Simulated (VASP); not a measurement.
A run of VASP 6.6.1 is set up as follows.

INCAR

```
SYSTEM = S
ALGO     = Normal         ! electronic algorithm
EDIFF    = 1E-6           ! SCF threshold, eV
EDIFFG   = -0.005         ! ionic threshold
ENCUT    = 600            ! plane-wave cutoff, eV
GGA      = PE             ! functional
IBRION   = 2              ! ionic algorithm
ISIF     = 3              ! what is computed and relaxed
ISMEAR   = -1             ! smearing method
LASPH    = .TRUE.         ! aspherical terms in the spheres
LCHARG   = .FALSE.        ! write CHGCAR
LREAL    = .FALSE.        ! projectors in reciprocal space
LWAVE    = .FALSE.        ! write WAVECAR
NELM     = 80             ! most SCF steps
NSW      = 60             ! ionic steps
PREC     = Accurate       ! precision mode
PSTRESS  = 580.0        
SIGMA    = 0.08           ! smearing width, eV
```

KPOINTS

```
k-points
0
G
  17 17 9
  0 0 0
```

POSCAR

```
S
1.0
    2.5133450067      0.0000000000      0.0000000000
   -1.2566725034      2.1766206243      0.0000000000
    0.0000000000      0.0000000000      4.0716189109
S
2
Direct
    0.3333333333      0.6666666667      0.2500000000
    0.6666666667      0.3333333333      0.7500000000
```

Potentials or basis: VASP PAW PBE potentials, release 64 (S).

Launch:

```console
$ cat potpaw_PBE.64/S/POTCAR > POTCAR
$ mpirun -np 1 vasp_std > vasp.out
```

What does it give for the relaxed cell?

a = 2.772 Å, b = 2.772 Å, c = 3.414 Å, α = 90.00°, β = 90.00°, γ = 120.00°.

What does it give for the relaxed volume?

11.36 Å³/atom.

Predict the band gap on the k mesh.

zero (bands 6 and 7 overlap by 4.89 eV).

Final structure:
```yaml
crystal:
  lattice:
    - [2.77212, 0.00000, 0.00000]
    - [-1.38606, 2.40072, 0.00000]
    - [0.00000, 0.00000, 3.41415]
  atoms:
    - { symbol: S, position: [0.33333, 0.66667, 0.25000] }
    - { symbol: S, position: [0.66667, 0.33333, 0.75000] }
```

Caveat: the cell is relaxed towards a set pressure, so the run minimises the enthalpy, not the energy; a cell axis changed by over 15 % at a fixed basis, so the end point is rough.
